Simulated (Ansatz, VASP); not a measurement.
**Two plane-wave programs on AlBN**

INCAR

```
  ALGO = Normal
  EDIFF = 1E-7
  ENCUT = 520
  GGA = PE
  ISIF = 2
  ISMEAR = 0
  LASPH = T
  LCHARG = F
  LREAL = F
  LWAVE = F
  NBANDS = 12
  NELM = 80
  PREC = Accurate
  SIGMA = 0.1
```

The input KPOINTS:

```
k-points
0
Gamma
  6 6 6
```

Contents of POSCAR:

```
AlBN
1.0
    3.7174828300      0.0000000000      0.0000000000
    0.0000000000      3.7174828300      0.0000000000
    0.0000000000      0.0000000000      3.7169155600
Al B N
1 1 1
Direct
    0.5000000000      0.5000000000      0.2261954900
    0.5000000000      0.5000000000      0.4414094900
    0.0000000000      0.0000000000      0.1829796000
```

Input for Ansatz:

```yaml
crystal:
  lattice:
    - [3.71748283, 0.0, 0.0]
    - [0.0, 3.71748283, 0.0]
    - [0.0, 0.0, 3.71691556]
  atoms:
    - { symbol: Al, position: [0.5, 0.5, 0.22619549] }
    - { symbol: B, position: [0.5, 0.5, 0.44140949] }
    - { symbol: "N", position: [0.0, 0.0, 0.1829796] }
basis:
  ecutwfc: 420
kpoints:
  mp_grid: { grid: [6, 6, 6] }
hamiltonian:
  xc: pbe
scf:
  occupations: { method: gaussian, width: 0.1 }
  lower_state_search: "off"
output:
  forces: true
  stress: true
  eigenvalues: true
```

Alike in both runs: task single point; functional PBE; k mesh 6 × 6 × 6; occupations gaussian, width 0.1 eV; no spin polarisation.

```csv
,VASP,Ansatz
version,VASP 6.6.1,Ansatz 0.2.0
potentials or method,"VASP PAW PBE potentials, release 64 (Al, B, N), cutoff 520 eV","scalar-relativistic, plane waves, PAW"
valence electrons in the cell,11,11
```

VASP gave:

```
gap on the k mesh at the Fermi level (eV) : none
rms of the force components (eV/Å)        : 63.604
```

**Question.** What did Ansatz give for the same quantities?

**Answer.** gap on the k mesh at the Fermi level (eV): none; rms of the force components (eV/Å): 77.412.

Atom by atom the forces differ by 13.808 eV/Å (rms over components). A gap of «none» marks a metal or a gap that the smearing closes.
